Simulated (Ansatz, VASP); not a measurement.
One calculation of Lu2Si2O, two programs

```
Lu Si O
1.0
     4.36386    0.00000    0.00000
    -2.18193    3.77921    0.00000
     0.00000    0.00000    6.07333
Lu Si O
2 2 1
Direct
  0.00000 0.00000 0.39330
  0.00000 0.00000 0.00513
  0.66667 0.33333 0.39084
  0.66667 0.33333 0.01500
  0.33333 0.66667 0.57069
```

Alike in both runs: task relaxation of cell and atoms; functional PBE; k mesh 6 × 6 × 4; occupations gaussian, width 0.1 eV; no spin polarisation.

|  | VASP | Ansatz |
| --- | --- | --- |
| version | VASP 6.6.1 | Ansatz 0.2.0 |
| potentials or method | VASP PAW PBE potentials, release 64 (Lu, Si, O), cutoff 600 eV | scalar-relativistic, plane waves, PAW |
| valence electrons in the cell | 64 | 64 |

Ansatz gave:

| Quantity | Value |
| --- | --- |
| gap on the k mesh at the Fermi level, each at its own relaxed structure (eV) | none |
| relaxed volume (Å³/atom) | 21.32 |
| relaxed cell length with the largest relative difference (Å) | 10.532 |

Question: What did VASP give for the same quantities?

Answer: gap on the k mesh at the Fermi level, each at its own relaxed structure (eV): none; relaxed volume (Å³/atom): 17.24; relaxed cell length with the largest relative difference (Å): 9.399.

A gap of «none» marks a metal or a gap that the smearing closes. One of these differences is far larger than is usual between the two programs; its cause wasn't traced.

Spin-orbit coupling is off throughout.
